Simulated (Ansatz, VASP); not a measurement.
**Al: VASP beside Ansatz**

The input INCAR:

```
PREC     = Accurate       # precision mode
ENCUT    = 520            # plane-wave cutoff, eV
EDIFF    = 1E-6           # SCF threshold, eV
ISMEAR   = 0              # smearing method
SIGMA    = 0.15           # smearing width, eV
LREAL    = False          # projectors in reciprocal space
LASPH    = True           # aspherical terms in the spheres
NELM     = 80             # most SCF steps
ALGO     = Fast           # electronic algorithm
ISIF     = 2              # what is computed and relaxed
LWAVE    = False          # write WAVECAR
LCHARG   = False          # write CHGCAR
GGA      = PS             # functional
IVDW     = 12             # dispersion correction
NBANDS   = 14             # bands
```

The input KPOINTS:

```
regular mesh
0
Gamma
  18 18 6
```

The input POSCAR:

```
Al
1.0
    2.8661000000      0.0000000000      0.0000000000
   -1.4330500000      2.4821154098      0.0000000000
    0.0000000000      0.0000000000     10.5157000000
Al
4
Direct
    0.0000000000      0.0000000000      0.0000000000
    0.3333333333      0.6666666667      0.2500000000
    0.0000000000      0.0000000000      0.5000000000
    0.6666666667      0.3333333333      0.7500000000
```

Input for Ansatz:

```yaml
crystal:
  lattice:
    - [2.8661, 0.0, 0.0]
    - [-1.43305, 2.4821154098, 0.0]
    - [0.0, 0.0, 10.5157]
  atoms:
    - { symbol: Al, position: [0.0, 0.0, 0.0] }
    - { symbol: Al, position: [0.3333333333, 0.6666666667, 0.25] }
    - { symbol: Al, position: [0.0, 0.0, 0.5] }
    - { symbol: Al, position: [0.6666666667, 0.3333333333, 0.75] }
basis:
  ecutwfc: 420
kpoints:
  mp_grid: { grid: [18, 18, 6] }
hamiltonian:
  xc: pbesol
  pseudopotentials: { kind: paw, azcp: { folder: soft_1 } }
  dispersion: d3bj
scf:
  occupations: { method: gaussian, width: 0.15 }
output:
  forces: true
  stress: true
  eigenvalues: true
```

Alike in both runs: task single point; functional PBEsol; dispersion D3(BJ); k mesh 18 × 18 × 6; occupations gaussian, width 0.15 eV; no spin polarisation.

|  | VASP | Ansatz |
| --- | --- | --- |
| version | VASP 6.6.1 | Ansatz 0.2.0 |
| potentials or method | VASP PAW PBE potentials, release 64 (Al), cutoff 520 eV | scalar-relativistic, plane waves, PAW |
| valence electrons in the cell | 12 | 12 |

|  | VASP | Ansatz | Ansatz less VASP |
| --- | --- | --- | --- |
| gap on the k mesh at the Fermi level (eV) | none | none | - |
| pressure (GPa) | -9.8 | -9.8 | -0.05 |
| traceless stress, the component that is largest in VASP (GPa) | -2.62 | -2.59 | +0.028 |

VASP's potentials were made for PBE, not for PBEsol, and Ansatz warns of the same on its side. A gap of «none» marks a metal or a gap that the smearing closes.
